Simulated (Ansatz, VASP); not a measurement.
**Two plane-wave programs on BP**

File POSCAR:

```
BP
1.0
    0.0000000000      2.2803450000      2.2690000000
    2.2690000000      0.0000000000      2.2690000000
    2.2690000000      2.2803450000      0.0000000000
B P
1 1
Direct
    0.0000000000      0.0000000000      0.0000000000
    0.7500000000      0.7500000000      0.7500000000
```

The input INCAR.step1:

```
SYSTEM = BP
PREC     = Accurate       ! precision mode
ENCUT    = 520            ! plane-wave cutoff, eV
ISMEAR   = 0              ! smearing method
SIGMA    = 0.05           ! smearing width, eV
LREAL    = .False.        ! projectors in reciprocal space
LASPH    = .True.         ! aspherical terms in the spheres
NELM     = 100            ! most SCF steps
NBANDS   = 11             ! bands
GGA      = PE             ! functional
ALGO     = Normal         ! electronic algorithm
EDIFF    = 1E-4           ! SCF threshold, eV
LWAVE    = .True.         ! write WAVECAR
LCHARG   = .False.        ! write CHGCAR
```

File INCAR.step2:

```
SYSTEM = BP
PREC     = Accurate       ! precision mode
ENCUT    = 520            ! plane-wave cutoff, eV
EDIFF    = 1E-6           ! SCF threshold, eV
ISMEAR   = 0              ! smearing method
SIGMA    = 0.05           ! smearing width, eV
LREAL    = .False.        ! projectors in reciprocal space
LASPH    = .True.         ! aspherical terms in the spheres
NELM     = 100            ! most SCF steps
ALGO     = Normal         ! electronic algorithm
ISIF     = 2              ! what is computed and relaxed
LWAVE    = .False.        ! write WAVECAR
LCHARG   = .False.        ! write CHGCAR
METAGGA  = R2SCAN         ! meta-GGA
LMIXTAU  = .True.       
NBANDS   = 11             ! bands
ISTART   = 1
```

KPOINTS

```
Automatic mesh
0
Gamma
  10 10 10
  0 0 0
```

Input for Ansatz:

```yaml
crystal:
  lattice:
    - [0.0, 2.280345, 2.269]
    - [2.269, 0.0, 2.269]
    - [2.269, 2.280345, 0.0]
  atoms:
    - { symbol: B, position: [0.0, 0.0, 0.0] }
    - { symbol: P, position: [0.75, 0.75, 0.75] }
basis:
  ecutwfc: 500
kpoints:
  mp_grid: { grid: [10, 10, 10] }
hamiltonian:
  xc: r2scan
scf:
  occupations: { method: gaussian, width: 0.05 }
output:
  forces: true
  stress: true
  eigenvalues: true
```

Change from the starting cell: strain +0.0050 x Voigt [0, 1, 0, 0, 0, 0], atoms carried along.

Alike in both runs: task single point; functional r2SCAN; k mesh 10 × 10 × 10; occupations gaussian, width 0.05 eV; no spin polarisation.

```csv
,VASP,Ansatz
version,VASP 6.6.1,Ansatz 0.2.0
potentials or method,"VASP PAW PBE potentials, release 64 (B, P), cutoff 520 eV","scalar-relativistic, plane waves, PAW"
valence electrons in the cell,8,8
```

Ansatz gave:

- gap on the k mesh at the Fermi level (eV): 1.38
- least direct gap on the mesh (eV): 3.57
- pressure (GPa): -1.0
- traceless stress, the component that is largest in VASP (GPa): -0.96

Question: Estimate VASP's values.

Answer: gap on the k mesh at the Fermi level (eV): 1.41; least direct gap on the mesh (eV): 3.61; pressure (GPa): -1.5; traceless stress, the component that is largest in VASP (GPa): -0.96.

VASP's potentials were made for PBE, not for r2SCAN. The functional is the same, so the differences come from potentials, cutoffs and numerics.
